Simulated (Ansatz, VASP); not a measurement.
**BN in VASP and in Ansatz**

The input INCAR:

```
SYSTEM = BN
  PREC = Accurate
  ENCUT = 520
  EDIFF = 1E-6
  ISMEAR = 0
  SIGMA = 0.1
  LREAL = .FALSE.
  LASPH = .TRUE.
  NELM = 60
  ALGO = Normal
  ISIF = 2
  LWAVE = .FALSE.
  LCHARG = .FALSE.
  GGA = PE
  NBANDS = 26
```

File KPOINTS:

```
Automatic mesh
0
G
  6 4 4
  0 0 0
```

File POSCAR:

```
BN
1.0
    2.6215637300      0.0000000000      0.0000000000
    0.0000000000      2.5014234500      3.6000020700
    0.0000000000     -2.5014234500      3.6000020700
B N
4 4
Direct
    0.9891661000      0.4828117700      0.9828117700
    0.0108339000      0.9828117700      0.4828117700
    0.5000000000      0.0511756600      0.0511756600
    0.5000000000      0.5511756600      0.5511756600
    0.0000000000      0.0908320400      0.0908320400
    0.0000000000      0.5908320400      0.5908320400
    0.4294384800      0.6251805400      0.1251805400
    0.5705615200      0.1251805400      0.6251805400
```

Input for Ansatz:

```yaml
crystal:
  lattice:
    - [2.62156373, 0.0, 0.0]
    - [0.0, 2.50142345, 3.60000207]
    - [0.0, -2.50142345, 3.60000207]
  atoms:
    - { symbol: B, position: [0.9891661, 0.48281177, 0.98281177] }
    - { symbol: B, position: [0.0108339, 0.98281177, 0.48281177] }
    - { symbol: B, position: [0.5, 0.05117566, 0.05117566] }
    - { symbol: B, position: [0.5, 0.55117566, 0.55117566] }
    - { symbol: "N", position: [0.0, 0.09083204, 0.09083204] }
    - { symbol: "N", position: [0.0, 0.59083204, 0.59083204] }
    - { symbol: "N", position: [0.42943848, 0.62518054, 0.12518054] }
    - { symbol: "N", position: [0.57056152, 0.12518054, 0.62518054] }
basis:
  ecutwfc: 420
kpoints:
  mp_grid: { grid: [6, 4, 4] }
hamiltonian:
  xc: pbe
scf:
  occupations: { method: gaussian, width: 0.1 }
  lower_state_search: "off"
output:
  forces: true
  stress: true
  eigenvalues: true
```

Alike in both runs: task single point; functional PBE; k mesh 6 × 4 × 4; occupations gaussian, width 0.1 eV; no spin polarisation.

|  | VASP | Ansatz |
| --- | --- | --- |
| version | VASP 6.6.1 | Ansatz 0.2.0 |
| potentials or method | VASP PAW PBE potentials, release 64 (B, N), cutoff 520 eV | scalar-relativistic, plane waves, PAW |
| valence electrons in the cell | 32 | 32 |

```csv
,VASP,Ansatz,Ansatz less VASP
gap on the k mesh at the Fermi level (eV),none,none,-
rms of the force components (eV/Å),4.908,4.915,+0.0061
```

Atom by atom the forces differ by 0.011 eV/Å (rms over components). A gap of «none» marks a metal or a gap that the smearing closes. The functional is the same, so the differences come from potentials, cutoffs and numerics.

The k mesh is coarse, so the values compare programs but aren't converged.
